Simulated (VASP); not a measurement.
# BaZrO3 (Pm-3m) in VASP: notebook

Runs on BaZrO3. Level: r2SCAN. Tasks: single point, relaxation of cell and atoms.

All numbers are computed with VASP 6.6.1; they aren't measurements. Logs are shortened: lines on timing, memory, paths and dates and some standing lists are left out, and cuts for length are marked.

**1. The cell of the first run**

The structure is cubic, space group Pm-3m (No. 221). The conventional cell has a = 4.205 Å, b = 4.205 Å, c = 4.205 Å, α = 90.00°, β = 90.00°, γ = 90.00°. Within 3.9 Å of Ba (site symmetry m-3m) lie 12 O at 2.97 Å and 8 Zr at 3.64 Å. Within 2.8 Å of Zr (site symmetry m-3m) lie 6 O at 2.10 Å. Within 2.8 Å of O (site symmetry 4/mmm) lie 2 Zr at 2.10 Å.

**2. Single point, r2SCAN**

Contents of POSCAR:

```
BaZrO3
1.0
    4.2053517966      0.0000000000      0.0000000000
    0.0000000000      4.2053517966      0.0000000000
    0.0000000000      0.0000000000      4.2053517966
Ba Zr O
1 1 3
Direct
    0.0000000000      0.0000000000      0.0000000000
    0.5000000000      0.5000000000      0.5000000000
    0.0000000000      0.5000000000      0.5000000000
    0.5000000000      0.0000000000      0.5000000000
    0.5000000000      0.5000000000      0.0000000000
```

Contents of INCAR.step1:

```
SYSTEM = BaZrO3
PREC = Accurate
ENCUT = 520
ISMEAR = 0
SIGMA = 0.02
LREAL = .False.
LASPH = .True.
NELM = 80
NBANDS = 28
GGA = PE
ALGO = Normal
EDIFF = 1E-4
LWAVE = .True.
LCHARG = .False.
```

Contents of INCAR.step2:

```
SYSTEM = BaZrO3
PREC = Accurate
ENCUT = 520
EDIFF = 1E-6
ISMEAR = 0
SIGMA = 0.02
LREAL = .False.
LASPH = .True.
NELM = 80
ALGO = Normal
ISIF = 2
LWAVE = .False.
LCHARG = .False.
METAGGA = R2SCAN
LMIXTAU = .True.
NBANDS = 28
ISTART = 1
```

Contents of KPOINTS:

```
Automatic mesh
0
Gamma
  6 6 6
  0 0 0
```

Potentials or basis: VASP PAW PBE potentials, release 64 (Ba_sv, Zr_sv, O).

Started as:

```
cat potpaw_PBE.64/Ba_sv/POTCAR potpaw_PBE.64/Zr_sv/POTCAR potpaw_PBE.64/O/POTCAR > POTCAR
cp INCAR.step1 INCAR
mpirun -np 1 vasp_std > vasp.out
cp INCAR.step2 INCAR
mpirun -np 1 vasp_std > vasp.out
```

OUTCAR:

```text
SYSTEM = BaZrO3
   PREC = Accurate
   ENCUT = 520
   EDIFF = 1E-6
   ISMEAR = 0
   LREAL = .False.
   LASPH = .True.
   NELM = 80
   ISIF = 2
   METAGGA = R2SCAN
   ISTART = 1

 ion  position               nearest neighbor table
   1  0.000  0.000  0.000-   3 2.97   4 2.97   5 2.97   3 2.97   4 2.97   3 2.97   5 2.97   3 2.97
                             4 2.97   5 2.97   4 2.97   5 2.97   2 3.64   2 3.64   2 3.64   2 3.64
   2  0.500  0.500  0.500-   3 2.10   4 2.10   5 2.10   5 2.10   4 2.10   3 2.10   1 3.64   1 3.64
                             1 3.64   1 3.64   1 3.64   1 3.64   1 3.64   1 3.64
   3  0.000  0.500  0.500-   2 2.10   2 2.10   1 2.97   1 2.97   1 2.97   1 2.97
   4  0.500  0.000  0.500-   2 2.10   2 2.10   1 2.97   1 2.97   1 2.97   1 2.97
   5  0.500  0.500  0.000-   2 2.10   2 2.10   1 2.97   1 2.97   1 2.97   1 2.97

  LATTYP: Found a simple cubic cell.
 ALAT       =     4.2053517966

  Lattice vectors:

 A1 = (   4.2053517966,   0.0000000000,   0.0000000000)
 A2 = (   0.0000000000,   4.2053517966,   0.0000000000)
 A3 = (   0.0000000000,   0.0000000000,   4.2053517966)

Analysis of symmetry for initial positions (statically):
=====================================================================
 Subroutine PRICEL returns:
 Original cell was already a primitive cell.

 Routine SETGRP: Setting up the symmetry group for a
 simple cubic supercell.

 Subroutine GETGRP returns: Found 48 space group operations
 (whereof 48 operations were pure point group operations)
 out of a pool of 48 trial point group operations.

The static configuration has the point symmetry O_h .

Analysis of symmetry for dynamics (positions and initial velocities):
=====================================================================
 Subroutine PRICEL returns:
 Original cell was already a primitive cell.

 Routine SETGRP: Setting up the symmetry group for a
 simple cubic supercell.

 Subroutine GETGRP returns: Found 48 space group operations
 (whereof 48 operations were pure point group operations)
 out of a pool of 48 trial point group operations.

The dynamic configuration has the point symmetry O_h .

 Subroutine INISYM returns: Found 48 space group operations
 (whereof 48 operations are pure point group operations),
 and found     1 'primitive' translations

----------------------------------------------------------------------------------------

[... 94 lines left out ...]
   LREAL  =      F    real-space projection
   EDIFFG = 0.1E-04   stopping-criterion for IOM
   NSW    =      0    number of steps for IOM
   IBRION =     -1    ionic relax: 0-MD 1-quasi-New 2-CG
   NFREE  =      0    steps in history (QN), initial steepest desc. (CG)
   ISIF   =      2    stress and relaxation
   ISYM   =      2    0-nonsym 1-usesym 2-fastsym
   POTIM  = 0.5000    time-step for ionic-motion
   TEBEG  =    0.0;   TEEND  =   0.0 temperature during run
   PSTRESS=    0.0 pullay stress
   NELECT =      40.0000    total number of electrons
   NUPDOWN=      -1.0000    fix difference up-down
   EMIN   =  10.00;   EMAX   =-10.00  energy-range for DOS
   EFERMI =   0.00;   METHOD = LEGACY
   ISMEAR =     0;   SIGMA  =   0.02  broadening in eV -4-tet -1-fermi 0-gaus
   EFERMI_NEDOS =   21; number of points for ismear=-14 and -15
   IALGO  =     38    algorithm
   IMIX   =      4    mixing-type and parameters
     AMIX     =   0.40;   BMIX     =  1.00
     AMIX_MAG =   1.60;   BMIX_MAG =  1.00
  volume/ion in A,a.u.               =      14.87       100.38
  Fermi-wavevector in a.u.,A,eV,Ry     =   1.331351  2.515888 24.116257  1.772495
  Thomas-Fermi vector in A             =   2.460368
   LORBIT       =      0    0 simple, 1 ext, 2 COOP (PROOUT), +10 PAW based schemes
   METAGGA = R2SCAN    functional components
   LHFCALC =     F    Hartree Fock is set to
   AEXX    =    0.0000 exact exchange contribution
   IVDW    =     0    specifies the selected vdW correction
   LEPSILON=     F    determine dielectric tensor
   LRPA    =     F    only Hartree local field effects (RPA)
 non-spin polarized calculation
 Gauss-broadening in eV      SIGMA  =   0.02
  energy-cutoff  :      520.00
  volume of cell :       74.37
 maximum number of plane-waves:      2016
 NGX is ok and might be reduce to    32
   NGX = 15   NGY = 15   NGZ = 15

 number of electron      39.9999994 magnetization

 Free energy of the ion-electron system (eV)
  ---------------------------------------------------
  ext. energy  EPLUGINS =         0.00000000
  ---------------------------------------------------
  free energy    TOTEN  =       -85.10573073 eV

  energy without entropy =      -85.10573073  energy(sigma->0) =      -85.10573073

 E-fermi :   3.5558     XC(G=0): -11.3363

 val. band max:        3.4139604772   @ k =   0.5000   0.5000   0.5000
 cond. band min:       7.0921847316   @ k =   0.0000   0.0000   0.0000
 fundamental gap:      3.6782242545
 Fermi energy:         3.5558360217

 k-point     1 :       0.0000    0.0000    0.0000
  band No.  band energies     occupation
      1     -45.1616      2.00000
      2     -22.6149      2.00000
      3     -22.5912      2.00000
      4     -22.5912      2.00000
      5     -22.5912      2.00000
      6     -13.9117      2.00000
[... 609 lines left out ...]
     27      13.0914      0.00000
     28      13.0914      0.00000

------------------------ aborting loop because EDIFF is reached ----------------------------------------

  FORCE on cell =-STRESS in cart. coord.  units (eV):
  Direction    XX          YY          ZZ          XY          YZ          ZX
  --------------------------------------------------------------------------------------
  -------------------------------------------------------------------------------------
  Total        0.4598627      0.4598627      0.4598627      0.0000000     -0.0000000      0.0000000
  in kB        9.9067621      9.9067621      9.9067621      0.0000000     -0.0000000      0.0000000
  external PRESSURE =       9.9067621 kB  Pullay stress =       0.0000000 kB

 VOLUME and BASIS-vectors are now :
 -----------------------------------------------------------------------------
  energy-cutoff  :      520.00
  volume of cell :       74.37
      direct lattice vectors                 reciprocal lattice vectors
     4.205351797  0.000000000  0.000000000     0.237792234  0.000000000  0.000000000
     0.000000000  4.205351797  0.000000000     0.000000000  0.237792234  0.000000000
     0.000000000  0.000000000  4.205351797     0.000000000  0.000000000  0.237792234

 POSITION                                       TOTAL-FORCE (eV/Angst)
 -----------------------------------------------------------------------------------
      0.00000      0.00000      0.00000         0.000000      0.000000      0.000000
      2.10268      2.10268      2.10268         0.000000      0.000000      0.000000
      0.00000      2.10268      2.10268         0.000000      0.000000      0.000000
      2.10268      0.00000      2.10268         0.000000      0.000000      0.000000
      2.10268      2.10268      0.00000         0.000000      0.000000      0.000000
 -----------------------------------------------------------------------------------
    total drift:                                0.000000     -0.000000     -0.000000

  FREE ENERGIE OF THE ION-ELECTRON SYSTEM (eV)
  ---------------------------------------------------
  free  energy   TOTEN  =       -85.1057307303 eV

  energy  without entropy=      -85.1057307303  energy(sigma->0) =      -85.10573073
```

OUTCAR.step1:

```text
SYSTEM = BaZrO3
   PREC = Accurate
   ENCUT = 520
   ISMEAR = 0
   LREAL = .False.
   LASPH = .True.
[... 848 lines left out ...]
      0.00000      2.10268      2.10268         0.000000      0.000000      0.000000
      2.10268      0.00000      2.10268         0.000000      0.000000      0.000000
      2.10268      2.10268      0.00000         0.000000      0.000000      0.000000
 -----------------------------------------------------------------------------------
    total drift:                                0.000000     -0.000000     -0.000000

  FREE ENERGIE OF THE ION-ELECTRON SYSTEM (eV)
  ---------------------------------------------------
  free  energy   TOTEN  =       -41.7066241079 eV

  energy  without entropy=      -41.7066241079  energy(sigma->0) =      -41.70662411
```

Run time: 94 s. Hardware: 1 thread of Intel Xeon Platinum 8488C (Sapphire Rapids), shared host; peak memory 0.21 GiB.

Results:

```yaml
Free_energy: -85.1057 eV
Pressure: 1.0 GPa
Band_gap_on_the_k_mesh: 3.68 eV, indirect (least direct gap 3.93 eV)
```

Caveat: the PAW data sets were made with another functional, which shifts forces and pressure a little; spin-orbit coupling is left out, which moves the levels of the heavy elements. A k mesh can miss the band edges.

**3. Relaxation of cell and atoms, r2SCAN**

This run uses another cell than the first one, of 15.11 Å³/atom, 1.016 times its volume.

POSCAR, as its differences from that of step 2:

```diff
@@ -2,5 +2,5 @@
 1.0
-    4.2053517966      0.0000000000      0.0000000000
-    0.0000000000      4.2053517966      0.0000000000
-    0.0000000000      0.0000000000      4.2053517966
+    4.2271626520      0.0000000000      0.0000000000
+    0.0000000000      4.2271626520      0.0000000000
+    0.0000000000      0.0000000000      4.2271626520
 Ba Zr O
```

Contents of INCAR.step1:

```
PREC = Accurate
ENCUT = 600
ISMEAR = 0
SIGMA = 0.02
LREAL = F
LASPH = T
NELM = 60
GGA = PE
ALGO = Normal
EDIFF = 1E-4
LWAVE = T
LCHARG = F
```

Contents of INCAR.step2:

```
PREC = Accurate
ENCUT = 600
EDIFF = 1E-6
ISMEAR = 0
SIGMA = 0.02
LREAL = F
LASPH = T
NELM = 60
ALGO = Normal
ISIF = 3
LWAVE = F
LCHARG = F
METAGGA = R2SCAN
LMIXTAU = T
IBRION = 2
NSW = 70
EDIFFG = -0.005
ISTART = 1
```

Contents of KPOINTS:

```
Automatic mesh
0
Gamma
  6 6 6
```

Potentials or basis: VASP PAW PBE potentials, release 64 (Ba_sv, Zr_sv, O).

Started as:

```
cat potpaw_PBE.64/Ba_sv/POTCAR potpaw_PBE.64/Zr_sv/POTCAR potpaw_PBE.64/O/POTCAR > POTCAR
cp INCAR.step1 INCAR
mpirun -np 1 vasp_std > vasp.out
cp INCAR.step2 INCAR
mpirun -np 1 vasp_std > vasp.out
```

Wall time 6 min (1 thread of Intel Xeon Platinum 8488C (Sapphire Rapids), shared host); peak memory 0.26 GiB.

Results (log left out):

| Property | Result |
| --- | --- |
| Free energy | -85.1167 eV |
| Relaxed volume | 14.95 Å³/atom |
| Relaxed cell | a = 4.213 Å, b = 4.213 Å, c = 4.213 Å, α = 90.00°, β = 90.00°, γ = 90.00° |
| Space group after relaxing (to 0.05 Å) | Pm-3m (No. 221) |
| Energy gained by relaxing | 0.8 meV/atom |
| Ionic steps | 3 |
| Pressure after relaxing | 0.0 GPa |
| Band gap on the k mesh | 3.67 eV, indirect (least direct gap 3.93 eV) |

The path:
```tsv
step	energy change (eV)	largest force (eV/Å)	pressure (GPa)	volume (Å³)
1	0.0000	0.0000	-1.66	75.53
2	0.0016	0.0000	1.96	73.84
3	-0.0041	0.0000	0.00	74.76
```

Final structure:
```cif
data_structure
_symmetry_space_group_name_H-M 'P 1'
_symmetry_Int_Tables_number 1
_cell_length_a 4.2127
_cell_length_b 4.2127
_cell_length_c 4.2127
_cell_angle_alpha 90.000
_cell_angle_beta 90.000
_cell_angle_gamma 90.000
_cell_volume 74.76
loop_
_atom_site_label
_atom_site_type_symbol
_atom_site_fract_x
_atom_site_fract_y
_atom_site_fract_z
_atom_site_occupancy
Ba1 Ba 0.00000 0.00000 0.00000 1
Zr1 Zr 0.50000 0.50000 0.50000 1
O1 O 0.00000 0.50000 0.50000 1
O2 O 0.50000 0.00000 0.50000 1
O3 O 0.50000 0.50000 0.00000 1
```

Levels at points of the mesh, in eV from the valence-band top:
```tsv
k point	band 17	band 18	band 19	band 20	band 21	band 22	band 23	band 24
(0.00, 0.00, 0.00)	-0.99	-0.26	-0.26	-0.26	3.67	3.67	3.67	5.15
(0.50, 0.00, 0.00)	-1.71	-1.65	-0.50	-0.50	4.09	6.12	6.12	6.91
(0.50, 0.50, 0.00)	-0.94	-0.94	-0.86	-0.07	6.09	6.09	6.90	7.05
(0.50, 0.50, 0.50)	-2.55	0.00	0.00	0.00	6.56	6.56	6.56	7.41
```

Caveat: the PAW data sets were made with another functional, which shifts forces and pressure a little; spin-orbit coupling is left out, which moves the levels of the heavy elements.
